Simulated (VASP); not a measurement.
# Al (P6_3/mmc) in VASP: a series of runs

Runs on Al. Level: PBEsol. Tasks: single point, relaxation of cell and atoms.

Program: VASP 6.6.1. These are calculated values, not measurements. Logs are shortened: lines on timing, memory, paths and dates and some standing lists are left out, and cuts for length are marked.

### 1 The cell of the first run

The structure is hexagonal, space group P6_3/mmc (No. 194). Conventional cell: a = 2.835 Å, b = 2.835 Å, c = 4.671 Å, α = 90.00°, β = 90.00°, γ = 120.00°. Al (site symmetry -6m2) has 12 Al at 2.84 to 2.85 Å within 3.7 Å.

This isn't the form of Al at room conditions, which is fcc.

### 2 Single point, PBEsol

INCAR reads:

```
  PREC = Accurate
  ENCUT = 520
  EDIFF = 1E-7
  ISMEAR = 0
  SIGMA = 0.1
  LREAL = F
  LASPH = T
  NELM = 60
  ALGO = Fast
  ISIF = 2
  LWAVE = F
  LCHARG = F
  GGA = PS
  NBANDS = 10
```

KPOINTS reads:

```
Automatic mesh
0
Gamma
  12 12 6
```

POSCAR reads:

```
Al
1.0
    2.8354659256      0.0000000000      0.0000000000
   -1.4177329628      2.4555855232      0.0000000000
    0.0000000000      0.0000000000      4.6707146621
Al
2
Direct
    0.3333333333      0.6666666667      0.2500000000
    0.6666666667      0.3333333333      0.7500000000
```

Potentials or basis: VASP PAW PBE potentials, release 64 (Al).

Command:

```
cat potpaw_PBE.64/Al/POTCAR > POTCAR
mpirun -np 1 vasp_std > vasp.out
```

OUTCAR:

```text
PREC = Accurate
   ENCUT = 520
   EDIFF = 1E-7
   ISMEAR = 0
   LREAL = F
   LASPH = T
   NELM = 60
   ISIF = 2
   GGA = PS

 ion  position               nearest neighbor table
   1  0.333  0.667  0.250-   2 2.85   2 2.85   2 2.85   2 2.85   2 2.85   2 2.85
   2  0.667  0.333  0.750-   1 2.85   1 2.85   1 2.85   1 2.85   1 2.85   1 2.85

  LATTYP: Found a hexagonal cell.
 ALAT       =     2.8354659256
 C/A-ratio  =     1.6472476780

  Lattice vectors:

 A1 = (   2.8354659256,   0.0000000000,   0.0000000000)
 A2 = (  -1.4177329628,   2.4555855232,   0.0000000000)
 A3 = (   0.0000000000,   0.0000000000,   4.6707146621)

Analysis of symmetry for initial positions (statically):
=====================================================================
 Subroutine PRICEL returns:
 Original cell was already a primitive cell.

 Routine SETGRP: Setting up the symmetry group for a
 hexagonal supercell.

 Subroutine GETGRP returns: Found 24 space group operations
 (whereof 12 operations were pure point group operations)
 out of a pool of 24 trial point group operations.

The static configuration has the point symmetry D_3d.
 The point group associated with its full space group is D_6h.

Analysis of symmetry for dynamics (positions and initial velocities):
=====================================================================
 Subroutine PRICEL returns:
 Original cell was already a primitive cell.

 Routine SETGRP: Setting up the symmetry group for a
 hexagonal supercell.

 Subroutine GETGRP returns: Found 24 space group operations
 (whereof 12 operations were pure point group operations)
 out of a pool of 24 trial point group operations.

The dynamic configuration has the point symmetry D_3d.
 The point group associated with its full space group is D_6h.

 Subroutine INISYM returns: Found 24 space group operations
 (whereof 12 operations are pure point group operations),
 and found     1 'primitive' translations

----------------------------------------------------------------------------------------

                                     Primitive cell

  volume of cell :      32.5209

  direct lattice vectors                    reciprocal lattice vectors
     2.835465926  0.000000000  0.000000000     0.352675725  0.203617425  0.000000000
    -1.417732963  2.455585523  0.000000000     0.000000000  0.407234849  0.000000000
     0.000000000  0.000000000  4.670714662     0.000000000  0.000000000  0.214099998

  length of vectors
     2.835465926  2.835465926  4.670714662     0.407234849  0.407234849  0.214099998

  position of ions in fractional coordinates (direct lattice)
     0.333333333  0.666666667  0.250000000
     0.666666667  0.333333333  0.750000000

  ion indices of the primitive-cell ions
   primitive index   ion index
                 1           1
                 2           2

----------------------------------------------------------------------------------------

 KPOINTS: Automatic mesh

Automatic generation of k-mesh.
 Grid dimensions read from file:
 generate k-points for:   12   12    6

 Generating k-lattice:

  Cartesian coordinates                     Fractional coordinates (reciprocal lattice)
     0.029389644  0.016968119  0.000000000     0.083333333  0.000000000  0.000000000
     0.000000000  0.033936237  0.000000000     0.000000000  0.083333333  0.000000000
     0.000000000  0.000000000  0.035683333     0.000000000  0.000000000  0.166666667

  Length of vectors
     0.033936237  0.033936237  0.035683333

  Shift w.r.t. Gamma in fractional coordinates (k-lattice)
     0.000000000  0.000000000  0.000000000

 Subroutine IBZKPT returns following result:
 ===========================================

 Found     76 irreducible k-points:

 Following reciprocal coordinates:
            Coordinates               Weight
  0.000000  0.000000  0.000000      1.000000
  0.083333 -0.000000  0.000000      6.000000
  0.166667 -0.000000  0.000000      6.000000
  0.250000 -0.000000  0.000000      6.000000
  0.333333 -0.000000  0.000000      6.000000
  0.416667 -0.000000  0.000000      6.000000
[... 16 lines left out ...]
  0.250000 -0.000000  0.166667     12.000000
  0.333333 -0.000000  0.166667     12.000000
 [... further k-points ...]
   k-points           NKPTS =     76   k-points in BZ     NKDIM =     76   number of bands    NBANDS=     10
   number of dos      NEDOS =    301   number of ions     NIONS =      2
   total plane-waves  NPLWV =  20736
   dimension x,y,z NGX =    24 NGY =   24 NGZ =   36
   dimension x,y,z NGXF=    48 NGYF=   48 NGZF=   72
   ions per type =               2
   NGX,Y,Z   is equivalent  to a cutoff of  14.07, 14.07, 12.81 a.u.
   NGXF,Y,Z  is equivalent  to a cutoff of  28.14, 28.14, 25.63 a.u.
 SYSTEM =  unknown system
   PREC   = accura    normal or accurate (medium, high low for compatibility)
   ISTART =      0    job   : 0-new  1-cont  2-samecut
   ICHARG =      2    charge: 1-file 2-atom 10-const
   ISPIN  =      1    spin polarized calculation?
   LNONCOLLINEAR =      F non collinear calculations
   LSORBIT =      F    spin-orbit coupling
   LASPH  =      T    aspherical Exc in radial PAW
   ENCUT  =  520.0 eV  38.22 Ry    6.18 a.u.   5.27  5.27  8.68*2*pi/ulx,y,z
   NELM   =     60;   NELMIN=  2; NELMDL= -5     # of ELM steps
   EDIFF  = 0.1E-06   stopping-criterion for ELM
   LREAL  =      F    real-space projection
   EDIFFG = 0.1E-05   stopping-criterion for IOM
   NSW    =      0    number of steps for IOM
   IBRION =     -1    ionic relax: 0-MD 1-quasi-New 2-CG
   NFREE  =      0    steps in history (QN), initial steepest desc. (CG)
   ISIF   =      2    stress and relaxation
   ISYM   =      2    0-nonsym 1-usesym 2-fastsym
   POTIM  = 0.5000    time-step for ionic-motion
   TEBEG  =    0.0;   TEEND  =   0.0 temperature during run
   PSTRESS=    0.0 pullay stress
   NELECT =       6.0000    total number of electrons
   NUPDOWN=      -1.0000    fix difference up-down
   EMIN   =  10.00;   EMAX   =-10.00  energy-range for DOS
   EFERMI =   0.00;   METHOD = LEGACY
   ISMEAR =     0;   SIGMA  =   0.10  broadening in eV -4-tet -1-fermi 0-gaus
   EFERMI_NEDOS =   21; number of points for ismear=-14 and -15
   IALGO  =     68    algorithm
   IMIX   =      4    mixing-type and parameters
     AMIX     =   0.40;   BMIX     =  1.00
     AMIX_MAG =   1.60;   BMIX_MAG =  1.00
  volume/ion in A,a.u.               =      16.26       109.73
  Fermi-wavevector in a.u.,A,eV,Ry     =   0.931975  1.761178 11.817715  0.868578
  Thomas-Fermi vector in A             =   2.058525
   LORBIT       =      0    0 simple, 1 ext, 2 COOP (PROOUT), +10 PAW based schemes
   GGA     = PS    functional components
   LHFCALC =     F    Hartree Fock is set to
   AEXX    =    0.0000 exact exchange contribution
   IVDW    =     0    specifies the selected vdW correction
   LEPSILON=     F    determine dielectric tensor
   LRPA    =     F    only Hartree local field effects (RPA)
 non-spin polarized calculation
 RMM-DIIS sequential band-by-band and
 Gauss-broadening in eV      SIGMA  =   0.10
  energy-cutoff  :      520.00
  volume of cell :       32.52
 maximum number of plane-waves:       888
 NGX is ok and might be reduce to    24
   NGX = 11   NGY = 11   NGZ = 17

 number of electron       6.0000000 magnetization

 Free energy of the ion-electron system (eV)
  ---------------------------------------------------
  ext. energy  EPLUGINS =         0.00000000
  ---------------------------------------------------
  free energy    TOTEN  =        -8.12096128 eV

  energy without entropy =       -8.11734768  energy(sigma->0) =       -8.11915448

 E-fermi :   8.0050     XC(G=0): -10.3117

 val. band max:        7.9556143740   @ k =   0.2500   0.2500   0.3333
 cond. band min:       8.1061581972   @ k =   0.3333   0.1667   0.0000
 fundamental gap:      0.1505438232
 Fermi energy:         8.0049974130

 k-point     1 :       0.0000    0.0000    0.0000
  band No.  band energies     occupation
      1      -3.1309      2.00000
      2       3.4075      2.00000
      3       3.5948      2.00000
      4      18.9198      0.00000
      5      18.9198      0.00000
      6      19.2543      0.00000
      7      19.2543      0.00000
      8      20.1505      0.00000
      9      22.3059      0.00000
     10      22.3695      0.00000

 k-point     2 :       0.0833   -0.0000    0.0000
  band No.  band energies     occupation
      1      -2.9606      2.00000
      2       3.5655      2.00000
      3       3.7609      2.00000
      4      16.2782      0.00000
      5      17.4769      0.00000
      6      18.7489      0.00000
      7      20.9790      0.00000
      8      21.0060      0.00000
      9      21.8710      0.00000
     10      22.2906      0.00000

 k-point     3 :       0.1667   -0.0000    0.0000
  band No.  band energies     occupation
      1      -2.4510      2.00000
      2       4.0393      2.00000
      3       4.2549      2.00000
      4      13.1559      0.00000
      5      16.1727      0.00000
      6      17.4038      0.00000
      7      19.1248      0.00000
      8      19.3567      0.00000
      9      21.6580      0.00000
     10      22.1888      0.00000

 k-point     4 :       0.2500   -0.0000    0.0000
  band No.  band energies     occupation
      1      -1.6059      2.00000
      2       4.8288      2.00000
      3       5.0572      2.00000
      4      10.2306      0.00000
      5      15.1593      0.00000
      6      15.7099      0.00000
      7      16.2402      0.00000
      8      17.4598      0.00000
      9      20.7863      0.00000
     10      21.1188      0.00000
[... 222 lines left out ...]
 k-point    22 :       0.1667   -0.0000    0.1667
  band No.  band energies     occupation
      1      -2.2635      2.00000
      2       2.1603      2.00000
      3       6.4595      2.00000
      4      13.3157      0.00000
      5      16.3321      0.00000
      6      17.0202      0.00000
      7      17.7458      0.00000
      8      19.3769      0.00000
      9      20.1589      0.00000
     10      21.0669      0.00000

 k-point    23 :       0.2500   -0.0000    0.1667
  band No.  band energies     occupation
      1      -1.4196      2.00000
      2       2.9745      2.00000
      3       7.2190      2.00000
      4      10.4137      0.00000
      5      14.3768      0.00000
      6      15.3193      0.00000
      7      16.7187      0.00000
      8      18.4413      0.00000
      9      19.1741      0.00000
     10      19.9651      0.00000

 k-point    24 :       0.3333   -0.0000    0.1667
  band No.  band energies     occupation
      1      -0.2471      2.00000
      2       4.0939      2.00000
      3       7.4552      2.00000
      4       8.5923      0.00000
      5      11.8267      0.00000
      6      14.5972      0.00000
      7      15.3751      0.00000
      8      16.7282      0.00000
      9      18.4594      0.00000
     10      20.2363      0.00000

 [... further k-points ...]

------------------------ aborting loop because EDIFF is reached ----------------------------------------

  FORCE on cell =-STRESS in cart. coord.  units (eV):
  Direction    XX          YY          ZZ          XY          YZ          ZX
  --------------------------------------------------------------------------------------
  -------------------------------------------------------------------------------------
  Total        0.0180156      0.0180156     -0.0020861      0.0000000      0.0000000      0.0000000
  in kB        0.8875559      0.8875559     -0.1027758      0.0000000      0.0000000      0.0000000
  external PRESSURE =       0.5574454 kB  Pullay stress =       0.0000000 kB

 VOLUME and BASIS-vectors are now :
 -----------------------------------------------------------------------------
  energy-cutoff  :      520.00
  volume of cell :       32.52
      direct lattice vectors                 reciprocal lattice vectors
     2.835465926  0.000000000  0.000000000     0.352675725  0.203617425  0.000000000
    -1.417732963  2.455585523  0.000000000     0.000000000  0.407234849  0.000000000
     0.000000000  0.000000000  4.670714662     0.000000000  0.000000000  0.214099998

 POSITION                                       TOTAL-FORCE (eV/Angst)
 -----------------------------------------------------------------------------------
     -0.00000      1.63706      1.16768        -0.000000     -0.000000      0.000000
      1.41773      0.81853      3.50304         0.000000      0.000000      0.000000
 -----------------------------------------------------------------------------------
    total drift:                                0.000000     -0.000000     -0.000000

  FREE ENERGIE OF THE ION-ELECTRON SYSTEM (eV)
  ---------------------------------------------------
  free  energy   TOTEN  =        -8.1209612806 eV

  energy  without entropy=       -8.1173476805  energy(sigma->0) =       -8.11915448
```

It took 22 s on 1 thread of Intel Xeon 8259CL, shared host; peak memory 0.15 GiB.

Results:

```yaml
Free_energy: -8.1210 eV
Pressure: 0.1 GPa
Band_gap_on_the_k_mesh: zero (bands 3 and 4 overlap by 7.30 eV)
```

Caveat: the PAW data sets were made with another functional, which shifts forces and pressure a little.

### 3 Relaxation of cell and atoms, PBEsol

This run uses another cell than the first one, of 12.36 Å³/atom.

INCAR reads:

```
SYSTEM = Al
PREC = Accurate
ENCUT = 600
EDIFF = 1E-6
ISMEAR = 0
SIGMA = 0.1
LREAL = .False.
LASPH = .True.
NELM = 80
ALGO = Normal
ISIF = 3
LWAVE = .False.
LCHARG = .False.
GGA = PS
IBRION = 2
NSW = 80
EDIFFG = -0.05
```

KPOINTS reads:

```
Automatic mesh
0
Gamma
  12 12 6
  0 0 0
```

POSCAR reads:

```
Al
1.0
    2.6395769422      0.0000000000      0.0000000000
   -1.3197884711      2.2859406872      0.0000000000
    0.0000000000      0.0000000000      4.0983948487
Al
2
Direct
    0.3333333333      0.6666666667      0.2500000000
    0.6666666667      0.3333333333      0.7500000000
```

Potentials or basis: VASP PAW PBE potentials, release 64 (Al).

Command:

```
cat potpaw_PBE.64/Al/POTCAR > POTCAR
mpirun -np 1 vasp_std > vasp.out
```

Wall time 43 s (1 thread of Intel Xeon 8259CL, shared host); peak memory 0.16 GiB.

Results (log left out):

```
Free energy                           : -8.1206 eV
Relaxed volume                        : 16.30 Å³/atom
Relaxed cell                          : a = 2.838 Å, b = 2.838 Å, c = 4.673 Å, α = 90.00°, β = 90.00°, γ = 120.00°
Space group after relaxing (to 0.1 Å) : P6_3/mmc (No. 194)
Energy gained by relaxing             : 409.1 meV/atom
Ionic steps                           : 6
Pressure after relaxing               : -0.1 GPa
Band gap on the k mesh                : zero (bands 3 and 4 overlap by 7.29 eV)
```

The path:
```csv
step,energy change (eV),largest force (eV/Å),pressure (GPa),volume (Å³)
1,0.0000,0.0000,40.03,24.73
2,-0.6751,0.0000,-8.02,37.48
3,-0.8141,0.0000,-0.04,32.58
4,-0.8140,0.0000,-0.45,32.75
5,-0.8171,0.0000,-0.29,32.67
6,-0.8181,0.0000,-0.13,32.59
```

Final structure:
```
Al
1.0
     2.83797    0.00000    0.00000
    -1.41899    2.45775    0.00000
     0.00000    0.00000    4.67303
Al
2
Cartesian
  0.0000 1.6385 1.1683
  1.4190 0.8193 3.5048
```

Levels at points of the mesh, in eV from the Fermi level:
```csv
k point,band 1,band 2,band 3,band 4,band 5,band 6,band 7
"(0.00, 0.00, 0.00)",-11.12,-4.59,-4.40,10.89,10.89,11.23,11.23
"(0.50, 0.00, 0.00)",-5.22,-5.06,0.70,1.18,1.56,1.83,5.84
"(0.00, 0.00, 0.50)",-9.43,-9.43,3.41,3.41,12.08,12.08,12.08
"(0.50, 0.00, 0.50)",-3.85,-3.85,-3.12,-3.12,7.28,7.28,7.70
```

Caveat: the volume moved by over 15 % at a fixed basis, so the end points are rough; the PAW data sets were made with another functional, which shifts forces and pressure a little. Zero-point motion and thermal expansion aren't in these numbers.

### 4 Single point, PBEsol

This run uses another cell than the first one, of 16.32 Å³/atom.

INCAR reads:

```
SYSTEM = Al
ALGO = Normal
EDIFF = 1E-6
ENCUT = 520
GGA = PS
ISIF = 2
ISMEAR = 0
LASPH = .TRUE.
LCHARG = .TRUE.
LELF = .TRUE.
LREAL = .FALSE.
LVHAR = .TRUE.
LWAVE = .FALSE.
NBANDS = 10
NELM = 80
PREC = Accurate
SIGMA = 0.1
```

KPOINTS reads:

```
k-points
0
G
  18 18 10
  0 0 0
```

POSCAR reads:

```
Al
1.0
    2.8509377771      0.0000000000      0.0000000000
   -1.4254688886      2.4689845396      0.0000000000
    0.0000000000      0.0000000000      4.6362511200
Al
2
Direct
    0.3333333333      0.6666666667      0.2500000000
    0.6666666667      0.3333333333      0.7500000000
```

Command:

```
cat potpaw_PBE.64/Al/POTCAR > POTCAR
mpirun -np 1 vasp_std > vasp.out
```

Run time: 41 s. Hardware: 1 thread of Intel Xeon 8259CL, shared host; peak memory 0.19 GiB.

Results (log left out):

```yaml
Free_energy: -8.1162 eV
Pressure: 0.0 GPa
Band_gap_on_the_k_mesh: zero (bands 3 and 4 overlap by 7.44 eV)
```

Levels at points of the mesh, in eV from the Fermi level:
```tsv
k point	band 1	band 2	band 3	band 4	band 5	band 6
(0.00, 0.00, 0.00)	-11.22	-4.62	-4.35	10.57	10.57	10.96
(0.50, 0.00, 0.00)	-5.38	-5.19	0.60	1.19	1.48	1.81
(0.00, 0.00, 0.50)	-9.50	-9.50	3.53	3.53	11.81	11.81
(0.50, 0.00, 0.50)	-3.97	-3.97	-3.25	-3.25	7.05	7.05
```

Caveat: the PAW data sets were made with another functional, which shifts forces and pressure a little.

### 5 Overview

| task | cell | k mesh | cutoff (eV) | gap on the mesh (eV) | pressure (GPa) |
| --- | --- | --- | --- | --- | --- |
| single point | a = 2.835, b = 2.835, c = 4.671 Å, angles 90.0, 90.0, 120.0°, 2 atoms | 12 × 12 × 6 | 520 | none | 0.1 |
| relaxation of cell and atoms | relaxed from a = 2.640, b = 2.640, c = 4.098 Å, angles 90.0, 90.0, 120.0°, 2 atoms | 12 × 12 × 6 | 600 | none | -0.1 |
| single point | a = 2.851, b = 2.851, c = 4.636 Å, angles 90.0, 90.0, 120.0°, 2 atoms | 18 × 18 × 10 | 520 | none | 0.0 |

Alike in all rows: level PBEsol; potentials or basis VASP PAW PBE potentials, release 64 (Al); no spin polarisation; smearing gaussian 0.1 eV.

Caveats: the PAW data sets were made with another functional, which shifts forces and pressure a little; the volume moved by over 15 % at a fixed basis, so the end points are rough (at least some runs).

Absolute energies hang on the potentials; compare differences alone.
